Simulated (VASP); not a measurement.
# CuOs2 (P4/nmm) in VASP: further runs

CuOs2 is run at these levels: PBE; tasks: single point, relaxation of cell and atoms.

Everything below comes from runs of VASP 6.6.1. Logs are shortened: lines on timing, memory, paths and dates and some standing lists are left out, and cuts for length are marked.

### Step 1. The cell of the first run

Symmetry: P4/nmm, No. 129, tetragonal system. The conventional cell has a = 3.629 Å, b = 3.629 Å, c = 5.537 Å, α = 90.00°, β = 90.00°, γ = 90.00°. Within 3.2 Å of Cu (site symmetry 4mm) lie 10 Os at 2.38 to 3.16 Å. Os (site symmetry -4m2) has 8 Os at 2.35 to 2.57 Å and 4 Cu at 2.46 Å within 3.1 Å. Within 3.2 Å of Os (site symmetry 4mm) lie 4 Os at 2.35 Å and 6 Cu at 2.38 to 3.16 Å.

### Step 2. Single point, PBE

The input, INCAR:

```
PREC = Accurate
ENCUT = 600
EDIFF = 1E-6
ISMEAR = 0
SIGMA = 0.1
LREAL = F
LASPH = T
NELM = 120
ALGO = Normal
ISIF = 2
LWAVE = F
LCHARG = F
GGA = PE
NBANDS = 36
GGA_COMPAT = F
```

The input, KPOINTS:

```
Automatic mesh
0
Gamma
  6 6 4
```

The input, POSCAR:

```
CuOs2
1.0
    3.6287007853      0.0000000000      0.0000000000
    0.0000000000      3.6287007853      0.0000000000
    0.0000000000      0.0000000000      5.5366774758
Cu Os
2 4
Direct
    0.0000000000      0.5000000000      0.7000000000
    0.5000000000      0.0000000000      0.3000000000
    0.0000000000      0.0000000000      0.0000000000
    0.5000000000      0.5000000000      0.0000000000
    0.0000000000      0.5000000000      0.2700000000
    0.5000000000      0.0000000000      0.7300000000
```

Potentials or basis: VASP PAW PBE potentials, release 64 (Cu, Os).

Launch:

```console
cat potpaw_PBE.64/Cu/POTCAR potpaw_PBE.64/Os/POTCAR > POTCAR
mpirun -np 1 vasp_std > vasp.out
```

OUTCAR:

```text
PREC = Accurate
   ENCUT = 600
   EDIFF = 1E-6
   ISMEAR = 0
   LREAL = F
   LASPH = T
   NELM = 120
   ISIF = 2
   GGA = PE

 ion  position               nearest neighbor table
   1  0.000  0.500  0.700-   5 2.38   4 2.46   3 2.46   3 2.46   4 2.46   6 2.57   6 2.57   6 2.57
                             6 2.57
   2  0.500  0.000  0.300-   6 2.38   4 2.46   3 2.46   4 2.46   3 2.46   5 2.57   5 2.57   5 2.57
                             5 2.57
   3  0.000  0.000  0.000-   5 2.35   6 2.35   5 2.35   6 2.35   1 2.46   1 2.46   2 2.46   2 2.46
                             4 2.57   4 2.57   4 2.57   4 2.57
   4  0.500  0.500  0.000-   5 2.35   6 2.35   6 2.35   5 2.35   2 2.46   1 2.46   1 2.46   2 2.46
                             3 2.57   3 2.57   3 2.57   3 2.57
   5  0.000  0.500  0.270-   3 2.35   4 2.35   3 2.35   4 2.35   1 2.38   2 2.57   2 2.57   2 2.57
                             2 2.57
   6  0.500  0.000  0.730-   3 2.35   4 2.35   4 2.35   3 2.35   2 2.38   1 2.57   1 2.57   1 2.57
                             1 2.57

  LATTYP: Found a simple tetragonal cell.
 ALAT       =     3.6287007853
 C/A-ratio  =     1.5258016032

  Lattice vectors:

 A1 = (   3.6287007853,   0.0000000000,   0.0000000000)
 A2 = (   0.0000000000,   3.6287007853,   0.0000000000)
 A3 = (   0.0000000000,   0.0000000000,   5.5366774758)

Analysis of symmetry for initial positions (statically):
=====================================================================
 Subroutine PRICEL returns:
 Original cell was already a primitive cell.

 Routine SETGRP: Setting up the symmetry group for a
 simple tetragonal supercell.

 Subroutine GETGRP returns: Found 16 space group operations
 (whereof  8 operations were pure point group operations)
 out of a pool of 16 trial point group operations.

The static configuration has the point symmetry D_2d.
 The point group associated with its full space group is D_4h.

Analysis of symmetry for dynamics (positions and initial velocities):
=====================================================================
 Subroutine PRICEL returns:
 Original cell was already a primitive cell.

 Routine SETGRP: Setting up the symmetry group for a
 simple tetragonal supercell.

 Subroutine GETGRP returns: Found 16 space group operations
 (whereof  8 operations were pure point group operations)
 out of a pool of 16 trial point group operations.

The dynamic configuration has the point symmetry D_2d.
 The point group associated with its full space group is D_4h.

 Subroutine INISYM returns: Found 16 space group operations
 (whereof  8 operations are pure point group operations),
 and found     1 'primitive' translations

[... 107 lines left out ...]
   NFREE  =      0    steps in history (QN), initial steepest desc. (CG)
   ISIF   =      2    stress and relaxation
   ISYM   =      2    0-nonsym 1-usesym 2-fastsym
   POTIM  = 0.5000    time-step for ionic-motion
   TEBEG  =    0.0;   TEEND  =   0.0 temperature during run
   PSTRESS=    0.0 pullay stress
   NELECT =      54.0000    total number of electrons
   NUPDOWN=      -1.0000    fix difference up-down
   EMIN   =  10.00;   EMAX   =-10.00  energy-range for DOS
   EFERMI =   0.00;   METHOD = LEGACY
   ISMEAR =     0;   SIGMA  =   0.10  broadening in eV -4-tet -1-fermi 0-gaus
   EFERMI_NEDOS =   21; number of points for ismear=-14 and -15
   IALGO  =     38    algorithm
   IMIX   =      4    mixing-type and parameters
     AMIX     =   0.40;   BMIX     =  1.00
     AMIX_MAG =   1.60;   BMIX_MAG =  1.00
  volume/ion in A,a.u.               =      12.15        82.00
  Fermi-wavevector in a.u.,A,eV,Ry     =   1.481229  2.799117 29.851722  2.194040
  Thomas-Fermi vector in A             =   2.595165
   LORBIT       =      0    0 simple, 1 ext, 2 COOP (PROOUT), +10 PAW based schemes
   GGA     = PE    functional components
   LHFCALC =     F    Hartree Fock is set to
   AEXX    =    0.0000 exact exchange contribution
   IVDW    =     0    specifies the selected vdW correction
   LEPSILON=     F    determine dielectric tensor
   LRPA    =     F    only Hartree local field effects (RPA)
 non-spin polarized calculation
 Gauss-broadening in eV      SIGMA  =   0.10
  energy-cutoff  :      600.00
  volume of cell :       72.90
 maximum number of plane-waves:      2468
 NGX is ok and might be reduce to    30
   NGX = 15   NGY = 15   NGZ = 23

 number of electron      53.9999983 magnetization

 Free energy of the ion-electron system (eV)
  ---------------------------------------------------
  ext. energy  EPLUGINS =         0.00000000
  ---------------------------------------------------
  free energy    TOTEN  =       -43.13687848 eV

  energy without entropy =      -43.11377881  energy(sigma->0) =      -43.12532865

 E-fermi :  10.5850     XC(G=0): -14.0086

 val. band max:       10.5716466810   @ k =   0.5000   0.3333   0.5000
 cond. band min:      10.5928315869   @ k =   0.3333   0.1667   0.2500
 fundamental gap:      0.0211849059
 Fermi energy:        10.5850336357

 k-point     1 :       0.0000    0.0000    0.0000
  band No.  band energies     occupation
      1      -1.3969      2.00000
      2       0.6001      2.00000
      3       1.5983      2.00000
      4       1.6766      2.00000
      5       2.7691      2.00000
      6       2.9139      2.00000
[... 925 lines left out ...]
     35      19.7020      0.00000
     36      19.7020      0.00000

 [... further k-points ...]

------------------------ aborting loop because EDIFF is reached ----------------------------------------

  FORCE on cell =-STRESS in cart. coord.  units (eV):
  Direction    XX          YY          ZZ          XY          YZ          ZX
  --------------------------------------------------------------------------------------
  -------------------------------------------------------------------------------------
  Total       44.4620629     44.4620629     54.5194592      0.0000000      0.0000000      0.0000000
  in kB      977.1216775    977.1216775   1198.1483074      0.0000000      0.0000000      0.0000000
  external PRESSURE =    1050.7972208 kB  Pullay stress =       0.0000000 kB

 VOLUME and BASIS-vectors are now :
 -----------------------------------------------------------------------------
  energy-cutoff  :      600.00
  volume of cell :       72.90
      direct lattice vectors                 reciprocal lattice vectors
     3.628700785  0.000000000  0.000000000     0.275580727  0.000000000  0.000000000
     0.000000000  3.628700785  0.000000000     0.000000000  0.275580727  0.000000000
     0.000000000  0.000000000  5.536677476     0.000000000  0.000000000  0.180613735

 POSITION                                       TOTAL-FORCE (eV/Angst)
 -----------------------------------------------------------------------------------
      0.00000      1.81435      3.87567        -0.000000     -0.000000     -2.781644
      1.81435      0.00000      1.66100         0.000000     -0.000000      2.781644
      0.00000      0.00000      0.00000         0.000000     -0.000000     -0.000000
      1.81435      1.81435      0.00000        -0.000000      0.000000     -0.000000
      0.00000      1.81435      1.49490         0.000000      0.000000     10.090642
      1.81435      0.00000      4.04177         0.000000     -0.000000    -10.090642
 -----------------------------------------------------------------------------------
    total drift:                                0.000000      0.000000      0.000000

  FREE ENERGIE OF THE ION-ELECTRON SYSTEM (eV)
  ---------------------------------------------------
  free  energy   TOTEN  =       -43.1368784843 eV

  energy  without entropy=      -43.1137788060  energy(sigma->0) =      -43.12532865
```

Wall time 55 s (1 thread of Intel Xeon 6975P-C (Granite Rapids), shared host); peak memory 0.24 GiB.

Results:

```yaml
Free_energy: -43.1369 eV
Pressure: 105.1 GPa
Largest_force: 10.091 eV/Å
Band_gap_on_the_k_mesh: zero (bands 27 and 28 overlap by 1.56 eV)
```

Forces in eV/Å, atoms in the order of the input:
```
Cu    0.000   0.000  -2.782
Cu    0.000   0.000   2.782
Os    0.000   0.000   0.000
Os    0.000   0.000   0.000
Os    0.000   0.000  10.091
Os    0.000   0.000 -10.091
```

Stress tensor (GPa, compression positive):
```
 97.71   0.00   0.00
  0.00  97.71   0.00
  0.00   0.00 119.81
```

Caveat: the cell stands under pressure; spin-orbit coupling is left out, which moves the levels of the heavy elements; forces of over 1 eV/Å act on the atoms, so gaps and moduli don't describe the material at rest.

### Step 3. Single point, PBE

This run uses another cell than the first one, of 14.49 Å³/atom.

The input, INCAR:

```
ALGO     = Normal         # electronic algorithm
EDIFF    = 1E-6           # SCF threshold, eV
ENCUT    = 600            # plane-wave cutoff, eV
GGA      = PE             # functional
GGA_COMPAT= F            
ISIF     = 2              # what is computed and relaxed
ISMEAR   = 0              # smearing method
LASPH    = T              # aspherical terms in the spheres
LCHARG   = F              # write CHGCAR
LREAL    = F              # projectors in reciprocal space
LWAVE    = F              # write WAVECAR
NBANDS   = 36             # bands
NELM     = 120            # most SCF steps
PREC     = Accurate       # precision mode
SIGMA    = 0.1            # smearing width, eV
```

The input, KPOINTS:

```
k-points
0
Gamma
  6 6 4
```

The input, POSCAR:

```
CuOs2
1.0
    3.7280901985      0.0000000000      0.0000000000
    0.0000000000      3.7280901985      0.0000000000
    0.0000000000      0.0000000000      6.2538080891
Cu Os
2 4
Direct
    0.0000000000      0.5000000000      0.6909616543
    0.5000000000      0.0000000000      0.3090383457
    0.0000000000      0.0000000000      0.0000000000
    0.5000000000      0.5000000000      0.0000000000
    0.0000000000      0.5000000000      0.2979030762
    0.5000000000      0.0000000000      0.7020969238
```

Potentials or basis: VASP PAW PBE potentials, release 64 (Cu, Os).

Launch:

```console
cat potpaw_PBE.64/Cu/POTCAR potpaw_PBE.64/Os/POTCAR > POTCAR
mpirun -np 1 vasp_std > vasp.out
```

It took 70 s on 1 thread of Intel Xeon 6975P-C (Granite Rapids), shared host; peak memory 0.26 GiB.

The run converged. Its results:

```yaml
Free_energy: -48.8549 eV
Pressure: 0.5 GPa
Largest_force: 0.036 eV/Å
Band_gap_on_the_k_mesh: zero (bands 27 and 28 overlap by 1.83 eV)
```

Forces on the atoms (eV/Å):
```
Cu   0.000  0.000 -0.036
Cu   0.000  0.000  0.036
Os   0.000  0.000  0.000
Os   0.000  0.000  0.000
Os   0.000  0.000 -0.024
Os   0.000  0.000  0.024
```

Stress tensor (GPa, compression positive):
```
0.43 0.00 0.00
0.00 0.43 0.00
0.00 0.00 0.64
```

Levels at points of the mesh, in eV from the Fermi level:
| k point | band 23 | band 24 | band 25 | band 26 | band 27 | band 28 | band 29 | band 30 | band 31 | band 32 |
| --- | --- | --- | --- | --- | --- | --- | --- | --- | --- | --- |
| (0.00, 0.00, 0.00) | -0.73 | 0.24 | 0.27 | 0.39 | 1.02 | 1.02 | 1.21 | 1.21 | 1.55 | 1.55 |
| (0.50, 0.00, 0.00) | -1.83 | -1.83 | -1.02 | -1.02 | -0.70 | -0.70 | -0.53 | -0.53 | 1.28 | 1.28 |
| (0.50, 0.50, 0.00) | -1.38 | -1.38 | -0.18 | -0.18 | 0.28 | 0.28 | 0.79 | 0.79 | 1.51 | 1.51 |
| (0.00, 0.00, 0.50) | -0.44 | -0.44 | -0.01 | 0.18 | 0.48 | 0.64 | 0.64 | 1.52 | 1.53 | 1.90 |
| (0.50, 0.00, 0.50) | -1.58 | -1.58 | -0.94 | -0.94 | -0.65 | -0.65 | 0.25 | 0.25 | 1.25 | 1.25 |
| (0.50, 0.50, 0.50) | -1.56 | -1.56 | -0.81 | -0.81 | 0.28 | 0.28 | 0.66 | 0.66 | 1.48 | 1.48 |

Caveat: spin-orbit coupling is left out, which moves the levels of the heavy elements.

(Part 1 of 2 ends here.)
